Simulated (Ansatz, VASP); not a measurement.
**Two plane-wave programs on BN**

Contents of POSCAR:

```
BN
1.0
    1.2255817315      0.7075893318      3.3040792920
   -1.2255817315      0.7075893318      3.3040792920
    0.0000000000     -1.4151796433      3.3040792920
B N
1 1
Direct
    0.9996710000      0.9996710000      0.9996710000
    0.3327620000      0.3327620000      0.3327620000
```

Contents of INCAR.step1:

```
PREC     = Accurate       # precision mode
ENCUT    = 520            # plane-wave cutoff, eV
ISMEAR   = 0              # smearing method
SIGMA    = 0.01           # smearing width, eV
LREAL    = False          # projectors in reciprocal space
LASPH    = True           # aspherical terms in the spheres
NELM     = 80             # most SCF steps
NBANDS   = 11             # bands
GGA      = PE             # functional
ALGO     = Normal         # electronic algorithm
EDIFF    = 1E-4           # SCF threshold, eV
LWAVE    = True           # write WAVECAR
LCHARG   = False          # write CHGCAR
```

INCAR.step2

```
PREC     = Accurate       # precision mode
ENCUT    = 520            # plane-wave cutoff, eV
EDIFF    = 1E-6           # SCF threshold, eV
ISMEAR   = 0              # smearing method
SIGMA    = 0.01           # smearing width, eV
LREAL    = False          # projectors in reciprocal space
LASPH    = True           # aspherical terms in the spheres
NELM     = 80             # most SCF steps
ALGO     = Normal         # electronic algorithm
ISIF     = 2              # what is computed and relaxed
LWAVE    = False          # write WAVECAR
LCHARG   = False          # write CHGCAR
METAGGA  = R2SCAN         # meta-GGA
LMIXTAU  = True         
IVDW     = 13             # dispersion correction
VDW_S6   = 1.0          
VDW_S8   = 0.6018749    
VDW_A1   = 0.51559235   
VDW_A2   = 5.77342911   
NBANDS   = 11             # bands
ISTART   = 1
```

File KPOINTS:

```
Automatic mesh
0
Gamma
  10 10 10
```

Input for Ansatz:

```yaml
crystal:
  lattice:
    - [1.2255817315084307, 0.707589331839055, 3.3040792920144137]
    - [-1.2255817315084307, 0.707589331839055, 3.3040792920144137]
    - [0.0, -1.415179643264219, 3.3040792920144137]
  atoms:
    - { symbol: B, position: [0.999671, 0.999671, 0.999671] }
    - { symbol: "N", position: [0.332762, 0.332762, 0.332762] }
basis:
  ecutwfc: 600.0
kpoints:
  mp_grid:
    grid: [10, 10, 10]
hamiltonian:
  xc: r2scan
  dispersion: d4
  pseudopotentials:
    kind: paw
scf:
  occupations:
    method: fixed
output:
  stress: true
```

Alike in both runs: task single point; functional r2SCAN; dispersion D4; k mesh 10 × 10 × 10; no spin polarisation.

|  | VASP | Ansatz |
| --- | --- | --- |
| version | VASP 6.6.1 | Ansatz 0.2.0 |
| potentials or method | VASP PAW PBE potentials, release 64 (B, N), cutoff 520 eV | plane waves, PAW |
| occupations | gaussian, width 0.01 eV | fixed |
| valence electrons in the cell | 8 | 8 |

Ansatz gave:

```
pressure (GPa)                                                : 15.4
traceless stress, the component that is largest in VASP (GPa) : -15.64
```

Estimate VASP's values.

pressure (GPa): 15.9; traceless stress, the component that is largest in VASP (GPa): -16.40.

VASP's potentials were made for PBE, not for r2SCAN.
